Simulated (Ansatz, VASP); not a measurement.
# MgO in VASP and in Ansatz

INCAR

```
PREC = Accurate ; ENCUT = 520
EDIFF = 1E-7 ; ISMEAR = 0
SIGMA = 0.05 ; LREAL = False
LASPH = True ; NELM = 80
ALGO = Normal ; ISIF = 2
LWAVE = False ; LCHARG = False
LDIPOL = True ; IDIPOL = 3
DIPOL = 0.5 0.5 0.500 ; GGA = PE
NBANDS = 41
```

KPOINTS

```
regular mesh
0
Gamma
  9 9 1
```

Contents of POSCAR:

```
MgO
1.0
    3.0078233141      0.0000000000      0.0000000000
    0.0000000000      3.0078233141      0.0000000000
    0.0000000000      0.0000000000     27.7611135720
Mg O
7 7
Direct
    0.5000000000      0.5000000000      0.2701620733
    0.0000000000      0.0000000000      0.3467747155
    0.5000000000      0.5000000000      0.4233873578
    0.0000000000      0.0000000000      0.5000000000
    0.5000000000      0.5000000000      0.5766126422
    0.0000000000      0.0000000000      0.6532252845
    0.5000000000      0.5000000000      0.7298379267
    0.0000000000      0.0000000000      0.2701620733
    0.5000000000      0.5000000000      0.3467747155
    0.0000000000      0.0000000000      0.4233873578
    0.5000000000      0.5000000000      0.5000000000
    0.0000000000      0.0000000000      0.5766126422
    0.5000000000      0.5000000000      0.6532252845
    0.0000000000      0.0000000000      0.7298379267
```

Input for Ansatz:

```yaml
crystal:
  lattice:
    - [3.0078233141, 0.0, 0.0]
    - [0.0, 3.0078233141, 0.0]
    - [0.0, 0.0, 27.761113572]
  atoms:
    - { symbol: Mg, position: [0.5, 0.5, 0.2701620733] }
    - { symbol: O, position: [0.0, 0.0, 0.2701620733] }
    - { symbol: Mg, position: [0.0, 0.0, 0.3467747155] }
    - { symbol: O, position: [0.5, 0.5, 0.3467747155] }
    - { symbol: Mg, position: [0.5, 0.5, 0.4233873578] }
    - { symbol: O, position: [0.0, 0.0, 0.4233873578] }
    - { symbol: Mg, position: [0.0, 0.0, 0.5] }
    - { symbol: O, position: [0.5, 0.5, 0.5] }
    - { symbol: Mg, position: [0.5, 0.5, 0.5766126422] }
    - { symbol: O, position: [0.0, 0.0, 0.5766126422] }
    - { symbol: Mg, position: [0.0, 0.0, 0.6532252845] }
    - { symbol: O, position: [0.5, 0.5, 0.6532252845] }
    - { symbol: Mg, position: [0.5, 0.5, 0.7298379267] }
    - { symbol: O, position: [0.0, 0.0, 0.7298379267] }
basis:
  ecutwfc: 420
kpoints:
  mp_grid: { grid: [9, 9, 1] }
hamiltonian:
  xc: pbe
scf:
  occupations: { method: gaussian, width: 0.05 }
output:
  forces: true
  stress: true
  eigenvalues: true
  write_density: true
  write_potential: true
  elf: true
  volumetric_format: npy
efield:
  axis: 3
  dipole_correction: true
```

Alike in both runs: task single point; functional PBE; k mesh 9 × 9 × 1; occupations gaussian, width 0.05 eV; no spin polarisation.

|  | VASP | Ansatz |
| --- | --- | --- |
| version | VASP 6.6.1 | Ansatz 0.2.0 |
| potentials or method | VASP PAW PBE potentials, release 64 (Mg, O), cutoff 520 eV | scalar-relativistic, plane waves, PAW |
| valence electrons in the cell | 56 | 112 |

Ansatz gave:

```
gap on the k mesh at the Fermi level (eV) : 3.31
least direct gap on the mesh (eV)         : 3.31
rms of the force components (eV/Å)        : 0.135
```

**Question.** Estimate VASP's values.

**Answer.** gap on the k mesh at the Fermi level (eV): 3.28; least direct gap on the mesh (eV): 3.28; rms of the force components (eV/Å): 0.141.

With one functional, cell and mesh, what is left measures potentials, basis and numerics. VASP's potentials hold 56 valence electrons a cell and Ansatz's 112, so a difference there can come from the potentials and not from the codes. Ansatz's warnings: xc potential rough in thin density.
